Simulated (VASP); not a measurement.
Write the native input for VASP 6.6.1 that does the following.

* Task: electric field gradients
* Functional: LDA
* Potentials or basis: VASP PAW LDA potentials, release 64 (Fe, Ni)
* Cutoff: 520 eV
* k mesh: 12 × 12 × 12
* Occupations: gaussian, width 0.05 eV
* Spin: collinear spin, ferromagnetic start
* Starting moments: [3.01, 0.73, 0.73, 0.73] μB
* Dipole correction: no
* Further INCAR settings: ALGO = Normal; EDIFF = 1e-08; NBANDS = 31

The structure of FeNi3 lies in POSCAR:

```
FeNi3
1.0
    3.4484818919      0.0000000000      0.0000000000
    0.0000000000      3.4484818919      0.0000000000
    0.0000000000      0.0000000000      3.4484818919
Fe Ni
1 3
Direct
    0.0000000000      0.0000000000      0.0000000000
    0.0000000000      0.5000000000      0.5000000000
    0.5000000000      0.0000000000      0.5000000000
    0.5000000000      0.5000000000      0.0000000000
```

These files were run (other wordings do the same):

INCAR

```
PREC = Accurate
ENCUT = 520
EDIFF = 1E-8
ISMEAR = 0
SIGMA = 0.05
LREAL = F
LASPH = T
NELM = 150
ALGO = Normal
ISIF = 2
LWAVE = F
LCHARG = F
ISPIN = 2
MAGMOM = 3.01 0.73 0.73 0.73
LORBIT = 11
LMAXMIX = 4
LEFG = T
NBANDS = 31
```

KPOINTS

```
Automatic mesh
0
Gamma
  12 12 12
```

Potentials or basis: VASP PAW LDA potentials, release 64 (Fe, Ni).

Run with:

```console
$ cat potpaw_LDA.64/Fe/POTCAR potpaw_LDA.64/Ni/POTCAR > POTCAR
$ mpirun -np 1 vasp_std > vasp.out
```

It gave:

- Pressure: -0.4 GPa
- Net moment: 4.60 μB per cell
- Site moments: Fe +2.71; Ni +0.61 μB
- Largest electric field gradient by atom: Fe +0.00; Ni -0.15 V/Å²
- Valence electrons inside the program's atomic spheres: Fe 7.29; Ni 9.50

Caveat: without QUAD_EFG the Cq values of the log hold for a quadrupole moment of 1 mb, not for the nuclei.

It took 2.4 min on 1 thread of Intel(R) Xeon(R) 6975P-C (Granite Rapids), on a shared host, peak memory 0.26 GiB.
